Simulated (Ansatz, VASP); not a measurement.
BN in VASP and in Ansatz

```xyz
2
Lattice="0.0000 1.8075 1.8075 1.8075 0.0000 1.8075 1.8075 1.8075 0.0000" Properties=species:S:1:pos:R:3 pbc="T T T"
B     0.0000    0.0000    0.0000
N     0.9038    0.9038    0.9038
```

Alike in both runs: task single point; functional PBE; k mesh 8 × 8 × 8; occupations gaussian, width 0.1 eV; no spin polarisation.

|  | VASP | Ansatz |
| --- | --- | --- |
| version | VASP 6.6.1 | Ansatz 0.2.0 |
| potentials or method | VASP PAW PBE potentials, release 64 (B, N), cutoff 520 eV | scalar-relativistic, plane waves, PAW |
| valence electrons in the cell | 8 | 8 |

Ansatz gave:

```
gap on the k mesh at the Fermi level (eV) : 4.47
least direct gap on the mesh (eV)         : 8.83
pressure (GPa)                            : 3.0
```

**Question.** What did VASP give for the same quantities?

**Answer.** gap on the k mesh at the Fermi level (eV): 4.46; least direct gap on the mesh (eV): 8.82; pressure (GPa): 3.3.

The functional is the same, so the differences come from potentials, cutoffs and numerics.
